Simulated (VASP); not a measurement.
A run of VASP 6.6.1:

File INCAR:

```
PREC = Accurate
ENCUT = 520
EDIFF = 1E-6
ISMEAR = 0
SIGMA = 0.05
LREAL = False
LASPH = True
NELM = 80
ALGO = Normal
ISIF = 2
LWAVE = False
LCHARG = False
GGA = CA
NBANDS = 11
```

Contents of KPOINTS:

```
regular mesh
0
Gamma
  12 12 12
```

POSCAR

```
SiC
1.0
    0.0000000000      2.1644105370      2.1644105370
    2.1644105370      0.0000000000      2.1644105370
    2.1644105370      2.1644105370      0.0000000000
Si C
1 1
Direct
    0.0000000000      0.0000000000      0.0000000000
    0.7500000000      0.7500000000      0.7500000000
```

Potentials or basis: VASP PAW LDA potentials, release 64 (Si, C).

Command:

```console
$ cat potpaw_LDA.64/Si/POTCAR potpaw_LDA.64/C/POTCAR > POTCAR
$ mpirun -np 1 vasp_std > vasp.out
```

Hardware: 1 thread of AMD EPYC 9R45 96-Core Processor (Zen 5) (shared host).

Q: How long does it take, and how much memory?

A: Run time: 6.4 s on 1 thread of AMD EPYC 9R45 96-Core Processor (Zen 5), with other jobs on the host, peak memory 0.1 GiB. Counts: scf iterations 11, k points 72.
